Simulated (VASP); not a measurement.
Runs of VASP 6.6.1 on AlAs. The structure is that of space group F-43m (No. 216), or close to it. The cells are those of the table. 

```tsv
cell	gap on the mesh (eV)	pressure (GPa)
a = 4.014 Å, angles 60.0°, 2 atoms	(b)	0.0
a = 4.093 Å, angles 60.0°, 2 atoms	1.89	-3.9
a = 4.040 Å, angles 60.0°, 2 atoms	(c)	-1.4
a = 3.987 Å, angles 60.0°, 2 atoms	1.77	(a)
```

Alike in all rows: task single point; level r2SCAN; potentials or basis VASP PAW PBE potentials, release 64 (Al, As); no spin polarisation; k mesh 8 × 8 × 8; cutoff (eV) 550; smearing fermi-dirac 0.02 eV.

Task: Fill in the values left out.

Result: (a) 1.6; (b) 1.80; (c) 1.83.

Caveats: the PAW data sets were made with another functional, which shifts forces and pressure a little.

A k mesh can miss the band edges, and the runs leave out spin-orbit coupling on As.
